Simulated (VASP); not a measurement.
Set up this calculation in VASP 6.6.1, as the native input.

```yaml
Task: single point
Functional: PBE
Dispersion: D4
Potentials_or_basis: VASP PAW PBE potentials, release 64 (Re)
Cutoff: 520 eV
k_mesh: 11 × 11 × 6
Occupations: fermi-dirac, width 0.05 eV
Spin: no spin polarisation
Dipole_correction: no
Further_INCAR_settings: ALGO = Fast; EDIFF = 1e-06; NBANDS = 14
```

The structure of Re lies in POSCAR:

```
Re
1.0
    2.7574074050      0.0000000000      0.0000000000
   -1.3787037025      2.3879848613      0.0000000000
    0.0000000000      0.0000000000      4.4561031110
Re
2
Direct
    0.6666666667      0.3333333333      0.7500000000
    0.3333333333      0.6666666667      0.2500000000
```

These files were run (other wordings do the same):

INCAR

```
PREC     = Accurate       # precision mode
ENCUT    = 520            # plane-wave cutoff, eV
EDIFF    = 1E-6           # SCF threshold, eV
ISMEAR   = -1             # smearing method
SIGMA    = 0.05           # smearing width, eV
LREAL    = False          # projectors in reciprocal space
LASPH    = True           # aspherical terms in the spheres
NELM     = 80             # most SCF steps
ALGO     = Fast           # electronic algorithm
ISIF     = 2              # what is computed and relaxed
LWAVE    = False          # write WAVECAR
LCHARG   = False          # write CHGCAR
GGA      = PE             # functional
IVDW     = 13             # dispersion correction
NBANDS   = 14             # bands
```

KPOINTS

```
Automatic mesh
0
Gamma
  11 11 6
```

Potentials or basis: VASP PAW PBE potentials, release 64 (Re).

Launch:

```sh
$ cat potpaw_PBE.64/Re/POTCAR > POTCAR
$ mpirun -np 1 vasp_std > vasp.out
```

It gave:

- Pressure: -0.4 GPa
- Band gap on the k mesh: zero (band 7 reaches 9.28 eV, above the bottom of band 8 at 6.21 eV)
- Dispersion energy per atom: -0.709 eV

Caveat: spin-orbit coupling is left out, which moves the levels of the heavy elements; pairwise dispersion overbinds metals, which lowers pressure and volume.

Run time: 49 s on 1 thread of AMD EPYC 7R43 64-Core Processor (Zen 3) (shared host), peak memory 0.13 GiB.
